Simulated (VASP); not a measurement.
Input of a VASP 6.6.1 run:

Contents of INCAR:

```
SYSTEM = LiC18
PREC = Accurate
ENCUT = 520
EDIFF = 1E-6
ISMEAR = 0
SIGMA = 0.02
LREAL = Auto
LASPH = .True.
NELM = 150
ALGO = Normal
ISIF = 2
LWAVE = .False.
LCHARG = .False.
ISPIN = 2
MAGMOM = 0 0 0 0 0 0 0 0 0 0 0 0 0 0 0 0 0 0 0
LORBIT = 11
GGA = PS
NBANDS = 56
```

Contents of KPOINTS:

```
regular mesh
0
Gamma
  2 2 1
  0 0 0
```

The input POSCAR:

```
LiC18
1.0
    7.3980000000      0.0000000000      0.0000000000
   -3.6990000000      6.4068560000      0.0000000000
    0.0000000000      0.0000000000     13.0000000000
C Li
18 1
Direct
   -0.0014006562      0.0012449164      0.0789715385
    0.2205561899      0.1120012686      0.0791196923
   -0.0009273936      0.3344955779      0.0781390769
    0.2208896918      0.4460854123      0.0785484615
   -0.0007835745      0.6683390418      0.0774241538
    0.2210281899      0.7788122599      0.0789690000
    0.3317852618      0.0007665226      0.0791094615
    0.5545132532      0.1120746276      0.0773693077
    0.3318539690      0.3347276730      0.0773583846
    0.5547885629      0.4468872096      0.0718703846
    0.3321412735      0.6679970644      0.0782368462
    0.5542743448      0.7792956483      0.0781253846
    0.6658666654      0.0011150555      0.0785584615
    0.8877797705      0.1123565131      0.0782529231
    0.6666635473      0.3350056564      0.0719495385
    0.8889718673      0.4463284332      0.0759252308
    0.6661183220      0.6691960924      0.0759123077
    0.8881281554      0.7794328451      0.0774344615
    0.5540159962      0.3341882508      0.2164179231
```

Potentials or basis: VASP PAW PBE potentials, release 64 (C, Li_sv).

Run with:

```sh
$ cat potpaw_PBE.64/C/POTCAR potpaw_PBE.64/Li_sv/POTCAR > POTCAR
$ mpirun -np 1 vasp_std > vasp.out
```

**Question.** What does it give for the net moment?

**Answer.** 0.00 μB per cell.

**Question.** Estimate the largest force.

**Answer.** 0.355 eV/Å.

Forces in eV/Å, atoms in the order of the input:
```
C    0.010  0.014  0.002
C    0.009  0.018  0.010
C    0.013  0.018 -0.003
C    0.015  0.021  0.002
C    0.015  0.021 -0.006
C    0.012  0.011  0.003
C    0.011  0.011  0.013
C    0.010  0.009  0.014
C    0.008  0.020  0.012
C    0.005  0.019 -0.011
C   -0.002  0.023 -0.005
C    0.005  0.010  0.001
C    0.007  0.017  0.000
C    0.011  0.017 -0.002
C    0.017  0.017 -0.032
C    0.019  0.021 -0.002
C    0.011  0.020 -0.008
C    0.007  0.021 -0.009
Li  -0.181 -0.305  0.019
```

Caveat: the k points lie up to 0.49 Å⁻¹ apart; the PAW data sets were made with another functional, which shifts forces and pressure a little.
